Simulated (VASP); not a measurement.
# Au (I4/mmm) in VASP: single point with r2SCAN

Aim: the single point of Au with r2SCAN.

Everything below comes from runs of VASP 6.6.1. Logs are shortened: lines on timing, memory, paths and dates and some standing lists are left out, and cuts for length are marked.

### Step 1. The cell of the first run

It takes space group I4/mmm (No. 139, tetragonal). Conventional cell: a = 3.181 Å, b = 3.181 Å, c = 3.472 Å, α = 90.00°, β = 90.00°, γ = 90.00°. Within 3.7 Å of Au (site symmetry 4/mmm) lie 14 Au at 2.84 to 3.47 Å.

### Step 2. Single point, r2SCAN (uniaxial strain along c: +6.0 %, then relaxed in part)

POSCAR

```
Au
1.0
    3.1805822282      0.0000000000      0.0000000000
    0.0000000000      3.1805822282      0.0000000000
    0.0000000000      0.0000000000      3.4718985220
Au
2
Direct
    0.0000000000      0.0000000000      0.0000000000
    0.5000000000      0.5000000000      0.5000000000
```

INCAR.step1

```
SYSTEM = Au
PREC     = Accurate       ! precision mode
ENCUT    = 520            ! plane-wave cutoff, eV
ISMEAR   = 0              ! smearing method
SIGMA    = 0.1            ! smearing width, eV
LREAL    = .False.        ! projectors in reciprocal space
LASPH    = .True.         ! aspherical terms in the spheres
NELM     = 100            ! most SCF steps
NBANDS   = 18             ! bands
GGA      = PE             ! functional
ALGO     = Normal         ! electronic algorithm
EDIFF    = 1E-4           ! SCF threshold, eV
LWAVE    = .True.         ! write WAVECAR
LCHARG   = .False.        ! write CHGCAR
```

INCAR.step2

```
SYSTEM = Au
PREC     = Accurate       ! precision mode
ENCUT    = 520            ! plane-wave cutoff, eV
EDIFF    = 1E-6           ! SCF threshold, eV
ISMEAR   = 0              ! smearing method
SIGMA    = 0.1            ! smearing width, eV
LREAL    = .False.        ! projectors in reciprocal space
LASPH    = .True.         ! aspherical terms in the spheres
NELM     = 100            ! most SCF steps
ALGO     = Normal         ! electronic algorithm
ISIF     = 2              ! what is computed and relaxed
LWAVE    = .False.        ! write WAVECAR
LCHARG   = .True.         ! write CHGCAR
METAGGA  = R2SCAN         ! meta-GGA
LMIXTAU  = .True.       
LELF     = .True.         ! ELF
LVHAR    = .True.       
NBANDS   = 18             ! bands
ISTART   = 1
```

KPOINTS

```
regular mesh
0
Gamma
  16 16 16
  0 0 0
```

Potentials or basis: VASP PAW PBE potentials, release 64 (Au).

On the command line:

```bash
$ cat potpaw_PBE.64/Au/POTCAR > POTCAR
$ cp INCAR.step1 INCAR
$ mpirun -np 1 vasp_std > vasp.out
$ cp INCAR.step2 INCAR
$ mpirun -np 1 vasp_std > vasp.out
```

OUTCAR:

```text
SYSTEM = Au
   PREC = Accurate
   ENCUT = 520
   EDIFF = 1E-6
   ISMEAR = 0
   LREAL = .False.
   LASPH = .True.
   NELM = 100
   ISIF = 2
   METAGGA = R2SCAN
   ISTART = 1

 ion  position               nearest neighbor table
   1  0.000  0.000  0.000-   2 2.84   2 2.84   2 2.84   2 2.84   2 2.84   2 2.84   2 2.84   2 2.84

   2  0.500  0.500  0.500-   1 2.84   1 2.84   1 2.84   1 2.84   1 2.84   1 2.84   1 2.84   1 2.84

  LATTYP: Found a simple tetragonal cell.
 ALAT       =     3.1805822282
 C/A-ratio  =     1.0915921278

  Lattice vectors:

 A1 = (   3.1805822282,   0.0000000000,   0.0000000000)
 A2 = (   0.0000000000,   3.1805822282,   0.0000000000)
 A3 = (   0.0000000000,   0.0000000000,   3.4718985220)

Analysis of symmetry for initial positions (statically):
=====================================================================
 Subroutine PRICEL returns following result:

  LATTYP: Found a body centered tetragonal cell.
 ALAT       =     3.1805822282
 C/A-ratio  =     1.0915921278

  Lattice vectors:

 A1 = (  -1.5902911141,  -1.5902911141,  -1.7359492610)
 A2 = (   1.5902911141,   1.5902911141,  -1.7359492610)
 A3 = (   1.5902911141,  -1.5902911141,   1.7359492610)

   2 primitive cells build up your supercell.

 Routine SETGRP: Setting up the symmetry group for a
 simple tetragonal supercell.

 Subroutine GETGRP returns: Found 16 space group operations
 (whereof 16 operations were pure point group operations)
 out of a pool of 16 trial point group operations.

The static configuration has the point symmetry D_4h.

Analysis of symmetry for dynamics (positions and initial velocities):
=====================================================================
 Subroutine PRICEL returns following result:

  LATTYP: Found a body centered tetragonal cell.
 ALAT       =     3.1805822282
 C/A-ratio  =     1.0915921278

  Lattice vectors:

 A1 = (  -1.5902911141,  -1.5902911141,  -1.7359492610)
 A2 = (   1.5902911141,   1.5902911141,  -1.7359492610)
 A3 = (   1.5902911141,  -1.5902911141,   1.7359492610)

   2 primitive cells build up your supercell.

 Routine SETGRP: Setting up the symmetry group for a
 simple tetragonal supercell.

 Subroutine GETGRP returns: Found 16 space group operations
 (whereof 16 operations were pure point group operations)
 out of a pool of 16 trial point group operations.

The dynamic configuration has the point symmetry D_4h.

 Subroutine INISYM returns: Found 16 space group operations
 (whereof 16 operations are pure point group operations),
 and found     2 'primitive' translations

----------------------------------------------------------------------------------------

                                     Primitive cell

  volume of cell :      17.5610

  direct lattice vectors                    reciprocal lattice vectors
    -1.590291114 -1.590291114 -1.735949261     0.000000000 -0.314407844 -0.288026851
     1.590291114  1.590291114 -1.735949261     0.314407844  0.000000000 -0.288026851
     1.590291114 -1.590291114  1.735949261     0.314407844 -0.314407844  0.000000000

  length of vectors
     2.841051124  2.841051124  2.841051124     0.426393902  0.426393902  0.444639837

  position of ions in fractional coordinates (direct lattice)
     0.000000000  0.000000000  0.000000000

  ion indices of the primitive-cell ions
   primitive index   ion index
                 1           1

----------------------------------------------------------------------------------------

 KPOINTS: regular mesh

Automatic generation of k-mesh.
 Grid dimensions read from file:
 generate k-points for:   16   16   16

 Generating k-lattice:

  Cartesian coordinates                     Fractional coordinates (reciprocal lattice)
     0.019650490  0.000000000  0.000000000     0.062500000  0.000000000  0.000000000
     0.000000000  0.019650490  0.000000000     0.000000000  0.062500000  0.000000000
     0.000000000  0.000000000  0.018001678     0.000000000  0.000000000  0.062500000

  Length of vectors
     0.019650490  0.019650490  0.018001678

  Shift w.r.t. Gamma in fractional coordinates (k-lattice)
     0.000000000  0.000000000  0.000000000

 Subroutine IBZKPT returns following result:
 ===========================================

 Found    405 irreducible k-points:

 Following reciprocal coordinates:
            Coordinates               Weight
  0.000000  0.000000  0.000000      1.000000
  0.062500  0.000000  0.000000      4.000000
  0.125000  0.000000  0.000000      4.000000
  0.187500  0.000000  0.000000      4.000000
  0.250000  0.000000  0.000000      4.000000
  0.312500  0.000000  0.000000      4.000000
[... 16 lines left out ...]
  0.437500  0.125000  0.000000      8.000000
  0.500000  0.125000  0.000000      4.000000
 [... further k-points ...]
   k-points           NKPTS =    405   k-points in BZ     NKDIM =    405   number of bands    NBANDS=     18
   number of dos      NEDOS =    301   number of ions     NIONS =      2
   total plane-waves  NPLWV =  16128
   dimension x,y,z NGX =    24 NGY =   24 NGZ =   28
   dimension x,y,z NGXF=    48 NGYF=   48 NGZF=   56
   ions per type =               2
   NGX,Y,Z   is equivalent  to a cutoff of  12.54, 12.54, 13.41 a.u.
   NGXF,Y,Z  is equivalent  to a cutoff of  25.09, 25.09, 26.81 a.u.
 SYSTEM =  Au
   PREC   = accura    normal or accurate (medium, high low for compatibility)
   ISTART =      1    job   : 0-new  1-cont  2-samecut
   ICHARG =      0    charge: 1-file 2-atom 10-const
   ISPIN  =      1    spin polarized calculation?
   LNONCOLLINEAR =      F non collinear calculations
   LSORBIT =      F    spin-orbit coupling
   LASPH  =      T    aspherical Exc in radial PAW
   ENCUT  =  520.0 eV  38.22 Ry    6.18 a.u.   5.91  5.91  6.46*2*pi/ulx,y,z
   NELM   =    100;   NELMIN=  2; NELMDL=  0     # of ELM steps
   EDIFF  = 0.1E-05   stopping-criterion for ELM
   LREAL  =      F    real-space projection
   EDIFFG = 0.1E-04   stopping-criterion for IOM
   NSW    =      0    number of steps for IOM
   IBRION =     -1    ionic relax: 0-MD 1-quasi-New 2-CG
   NFREE  =      0    steps in history (QN), initial steepest desc. (CG)
   ISIF   =      2    stress and relaxation
   ISYM   =      2    0-nonsym 1-usesym 2-fastsym
   POTIM  = 0.5000    time-step for ionic-motion
   TEBEG  =    0.0;   TEEND  =   0.0 temperature during run
   PSTRESS=    0.0 pullay stress
   NELECT =      22.0000    total number of electrons
   NUPDOWN=      -1.0000    fix difference up-down
   EMIN   =  10.00;   EMAX   =-10.00  energy-range for DOS
   EFERMI =   0.00;   METHOD = LEGACY
   ISMEAR =     0;   SIGMA  =   0.10  broadening in eV -4-tet -1-fermi 0-gaus
   EFERMI_NEDOS =   21; number of points for ismear=-14 and -15
   IALGO  =     38    algorithm
   IMIX   =      4    mixing-type and parameters
     AMIX     =   0.40;   BMIX     =  1.00
     AMIX_MAG =   1.60;   BMIX_MAG =  1.00
  volume/ion in A,a.u.               =      17.56       118.51
  Fermi-wavevector in a.u.,A,eV,Ry     =   1.400734  2.647003 26.695384  1.962055
  Thomas-Fermi vector in A             =   2.523665
   LORBIT       =      0    0 simple, 1 ext, 2 COOP (PROOUT), +10 PAW based schemes
   METAGGA = R2SCAN    functional components
   LHFCALC =     F    Hartree Fock is set to
   AEXX    =    0.0000 exact exchange contribution
   IVDW    =     0    specifies the selected vdW correction
   LEPSILON=     F    determine dielectric tensor
   LRPA    =     F    only Hartree local field effects (RPA)
 non-spin polarized calculation
 Gauss-broadening in eV      SIGMA  =   0.10
  energy-cutoff  :      520.00
  volume of cell :       35.12
 maximum number of plane-waves:       966
 NGX is ok and might be reduce to    24
   NGX = 11   NGY = 11   NGZ = 13

 number of electron      22.0000005 magnetization

 Free energy of the ion-electron system (eV)
  ---------------------------------------------------
  ext. energy  EPLUGINS =         0.00000000
  ---------------------------------------------------
  free energy    TOTEN  =      -101.15606168 eV

  energy without entropy =     -101.15346752  energy(sigma->0) =     -101.15476460

 E-fermi :   8.8705     XC(G=0): -13.4123

 val. band max:        8.8675362245   @ k =   0.4375   0.1250   0.1875
 cond. band min:       8.9017722916   @ k =   0.3750   0.0000   0.0625
 fundamental gap:      0.0342360672
 Fermi energy:         8.8704936442

 k-point     1 :       0.0000    0.0000    0.0000
  band No.  band energies     occupation
      1      -0.9149      2.00000
      2       1.9602      2.00000
      3       2.0088      2.00000
      4       3.7372      2.00000
      5       3.7372      2.00000
      6       4.2535      2.00000
[... 10 lines left out ...]
     17      25.3314      0.00000
     18      26.1760      0.00000

 k-point     2 :       0.0625    0.0000    0.0000
  band No.  band energies     occupation
      1      -0.8372      2.00000
      2       1.9984      2.00000
      3       2.0527      2.00000
      4       3.7347      2.00000
      5       3.7642      2.00000
      6       4.2493      2.00000
[... 10 lines left out ...]
     17      25.4276      0.00000
     18      26.2761      0.00000

 k-point     3 :       0.1250    0.0000    0.0000
  band No.  band energies     occupation
      1      -0.6066      2.00000
      2       2.1004      2.00000
      3       2.1901      2.00000
      4       3.7300      2.00000
      5       3.8447      2.00000
      6       4.2396      2.00000
[... 10 lines left out ...]
     17      25.6925      0.00000
     18      26.2506      0.00000

 k-point     4 :       0.1875    0.0000    0.0000
  band No.  band energies     occupation
      1      -0.2319      2.00000
      2       2.2574      2.00000
      3       2.4069      2.00000
      4       3.7308      2.00000
      5       3.9766      2.00000
      6       4.2320      2.00000
[... 10 lines left out ...]
     17      25.7532      0.00000
     18      26.0282      0.00000

 k-point     5 :       0.2500    0.0000    0.0000
  band No.  band energies     occupation
      1       0.2708      2.00000
      2       2.4664      2.00000
      3       2.6663      2.00000
      4       3.7484      2.00000
      5       4.1566      2.00000
      6       4.2375      2.00000
[... 10 lines left out ...]
     17      25.1312      0.00000
     18      26.1539      0.00000

 k-point     6 :       0.3125    0.0000    0.0000
  band No.  band energies     occupation
      1       0.8741      2.00000
      2       2.7152      2.00000
      3       2.9197      2.00000
      4       3.7955      2.00000
      5       4.2684      2.00000
      6       4.3798      2.00000
[... 307 lines left out ...]
 k-point    21 :       0.3125    0.1250    0.0000
  band No.  band energies     occupation
      1       1.0672      2.00000
      2       2.7960      2.00000
      3       3.0315      2.00000
      4       3.3931      2.00000
      5       4.1498      2.00000
      6       4.6262      2.00000
[... 10 lines left out ...]
     17      24.4476      0.00000
     18      25.8019      0.00000

 k-point    22 :       0.3750    0.1250    0.0000
  band No.  band energies     occupation
      1       1.6452      2.00000
      2       2.9484      2.00000
      3       3.2211      2.00000
      4       3.4410      2.00000
      5       4.0966      2.00000
      6       4.2615      2.00000
[... 10 lines left out ...]
     17      23.8399      0.00000
     18      24.5897      0.00000

 k-point    23 :       0.4375    0.1250    0.0000
  band No.  band energies     occupation
      1       2.1831      2.00000
      2       2.8882      2.00000
      3       3.4560      2.00000
      4       3.5478      2.00000
      5       3.9501      2.00000
      6       3.9572      2.00000
[... 10 lines left out ...]
     17      23.2417      0.00000
     18      23.2478      0.00000

 k-point    24 :       0.5000    0.1250    0.0000
  band No.  band energies     occupation
      1       2.6146      2.00000
      2       2.6146      2.00000
      3       3.7187      2.00000
      4       3.7187      2.00000
      5       3.7189      2.00000
      6       3.7189      2.00000
[... 10 lines left out ...]
     17      22.6712      0.00000
     18      22.6712      0.00000

 [... further k-points ...]
[... 5 lines left out ...]
  --------------------------------------------------------------------------------------
  -------------------------------------------------------------------------------------
  Total        0.0567996      0.0567996      0.2797571      0.0000000      0.0000000      0.0000000
  in kB        2.5910490      2.5910490     12.7617848      0.0000000      0.0000000      0.0000000
  external PRESSURE =       5.9812943 kB  Pullay stress =       0.0000000 kB

 VOLUME and BASIS-vectors are now :
 -----------------------------------------------------------------------------
  energy-cutoff  :      520.00
  volume of cell :       35.12
      direct lattice vectors                 reciprocal lattice vectors
     3.180582228  0.000000000  0.000000000     0.314407844  0.000000000  0.000000000
     0.000000000  3.180582228  0.000000000     0.000000000  0.314407844  0.000000000
     0.000000000  0.000000000  3.471898522     0.000000000  0.000000000  0.288026851

 POSITION                                       TOTAL-FORCE (eV/Angst)
 -----------------------------------------------------------------------------------
      0.00000      0.00000      0.00000         0.000000     -0.000000      0.000000
      1.59029      1.59029      1.73595        -0.000000      0.000000     -0.000000
 -----------------------------------------------------------------------------------
    total drift:                                0.000000      0.000000     -0.000000

  FREE ENERGIE OF THE ION-ELECTRON SYSTEM (eV)
  ---------------------------------------------------
  free  energy   TOTEN  =      -101.1560616767 eV

  energy  without entropy=     -101.1534675181  energy(sigma->0) =     -101.15476460
```

Run time: 5.8 min. Hardware: 1 thread of AMD EPYC 9R45 (Zen 5), shared host; peak memory 0.29 GiB.

What came out:

```
Free energy            : -101.1561 eV
Pressure               : 0.6 GPa
Band gap on the k mesh : zero (bands 11 and 12 overlap by 6.14 eV)
```

Stress tensor (GPa, compression positive):
```
0.26 0.00 0.00
0.00 0.26 0.00
0.00 0.00 1.28
```

Levels at points of the mesh, in eV from the Fermi level:
| k point | band 7 | band 8 | band 9 | band 10 | band 11 | band 12 | band 13 | band 14 | band 15 | band 16 |
| --- | --- | --- | --- | --- | --- | --- | --- | --- | --- | --- |
| (0.00, 0.00, 0.00) | -3.48 | -2.89 | -2.09 | -1.89 | -1.89 | 4.96 | 7.49 | 7.49 | 9.39 | 15.88 |
| (0.50, 0.00, 0.00) | -4.25 | -4.25 | -3.63 | -3.63 | -1.72 | -1.72 | 12.34 | 12.34 | 12.97 | 12.97 |
| (0.50, 0.50, 0.00) | -2.71 | -2.71 | -1.52 | -1.52 | -0.01 | -0.01 | 4.00 | 4.00 | 12.24 | 12.24 |
| (0.00, 0.00, 0.50) | -4.16 | -4.16 | -3.45 | -3.45 | -2.76 | -2.76 | 14.00 | 14.00 | 14.28 | 14.28 |
| (0.50, 0.00, 0.50) | -2.84 | -2.84 | -1.67 | -1.67 | -0.51 | -0.51 | 3.28 | 3.28 | 13.52 | 13.52 |
| (0.50, 0.50, 0.50) | -3.09 | -3.09 | -2.69 | -2.69 | 3.06 | 3.06 | 7.17 | 7.17 | 7.17 | 7.17 |

Caveat: the cell differs from its parent crystal (uniaxial strain along c: +6.0 %, then relaxed in part); the PAW data sets were made with another functional, which shifts forces and pressure a little; spin-orbit coupling is left out, which moves the levels of the heavy elements.

The gap in the log of VASP goes by the Fermi energy; the results here count the filled bands.